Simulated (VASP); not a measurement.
Input of a VASP 6.6.1 run:

File INCAR:

```
PREC = Accurate
ENCUT = 520
EDIFF = 1E-6
ISMEAR = -1
SIGMA = 0.08
LREAL = F
LASPH = T
NELM = 60
ALGO = Normal
ISIF = 2
LWAVE = F
LCHARG = T
GGA = PE
LELF = T
LVHAR = T
NBANDS = 13
```

KPOINTS

```
Automatic mesh
0
Gamma
  12 12 12
```

The input POSCAR:

```
Sn
1.0
    2.4849329818      0.0000000000      0.0000000000
    0.0000000000      2.4849329818      0.0000000000
    0.0000000000      0.0000000000      2.4849329818
Sn
1
Direct
    0.0000000000      0.0000000000      0.0000000000
```

Potentials or basis: VASP PAW PBE potentials, release 64 (Sn_d).

Command:

```console
$ cat potpaw_PBE.64/Sn_d/POTCAR > POTCAR
$ mpirun -np 1 vasp_std > vasp.out
```

(1) Predict the band gap on the k mesh.

(2) Estimate the pressure.

Answers

(1) zero (band 7 reaches 25.04 eV, above the bottom of band 8 at 14.86 eV).

(2) 146.4 GPa.

Caveat: spin-orbit coupling is left out, which moves the levels of the heavy elements.
